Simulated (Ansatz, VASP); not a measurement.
**One calculation of C, two programs**

Contents of INCAR:

```
ALGO = Normal
EDIFF = 1E-6
ENCUT = 520
GGA = PE
ISIF = 2
ISMEAR = 0
IVDW = 12
LASPH = T
LCHARG = F
LREAL = F
LWAVE = F
NBANDS = 16
NELM = 100
PREC = Accurate
SIGMA = 0.15
```

Contents of KPOINTS:

```
k-points
0
Gamma
  22 22 8
```

POSCAR

```
C
1.0
    1.2327689981     -2.1341461166     -0.0160060959
    1.2327689981      2.1341461166      0.0160060959
    0.0000000000      0.0509923776      6.7989836842
C
4
Direct
    0.0833101797      0.9166898203      0.7500000000
    0.5833101797      0.4166898203      0.2500000000
    0.9166898203      0.0833101797      0.2500000000
    0.4166898203      0.5833101797      0.7500000000
```

Input for Ansatz:

```yaml
crystal:
  lattice:
    - [1.2327689981, -2.1341461166, -0.0160060959]
    - [1.2327689981, 2.1341461166, 0.0160060959]
    - [0.0, 0.0509923776, 6.7989836842]
  atoms:
    - { symbol: C, position: [0.0833101797, 0.9166898203, 0.75] }
    - { symbol: C, position: [0.5833101797, 0.4166898203, 0.25] }
    - { symbol: C, position: [0.9166898203, 0.0833101797, 0.25] }
    - { symbol: C, position: [0.4166898203, 0.5833101797, 0.75] }
basis:
  ecutwfc: 420
kpoints:
  mp_grid: { grid: [22, 22, 8] }
hamiltonian:
  xc: pbe
  dispersion: d3bj
scf:
  occupations: { method: gaussian, width: 0.15 }
output:
  forces: true
  stress: true
  eigenvalues: true
```

Change from the starting cell: strain +0.0150 x Voigt [0, 0, 0, 1, 0, 0], atoms carried along.

Alike in both runs: task single point; functional PBE; dispersion D3(BJ); k mesh 22 × 22 × 8; occupations gaussian, width 0.15 eV; no spin polarisation.

|  | VASP | Ansatz |
| --- | --- | --- |
| version | VASP 6.6.1 | Ansatz 0.2.0 |
| potentials or method | VASP PAW PBE potentials, release 64 (C), cutoff 520 eV | scalar-relativistic, plane waves, PAW |
| valence electrons in the cell | 16 | 16 |

Ansatz gave:

| Property | Result |
| --- | --- |
| gap on the k mesh at the Fermi level (eV) | none |
| pressure (GPa) | 0.0 |
| traceless stress, the component that is largest in VASP (GPa) | 0.03 |
| rms of the force components (eV/Å) | 0.004 |

Task: Estimate VASP's values.

Result: gap on the k mesh at the Fermi level (eV): none; pressure (GPa): 0.4; traceless stress, the component that is largest in VASP (GPa): -0.50; rms of the force components (eV/Å): 0.004.

Atom by atom the forces differ by 0.000 eV/Å (rms over components). A gap of «none» marks a metal or a gap that the smearing closes.
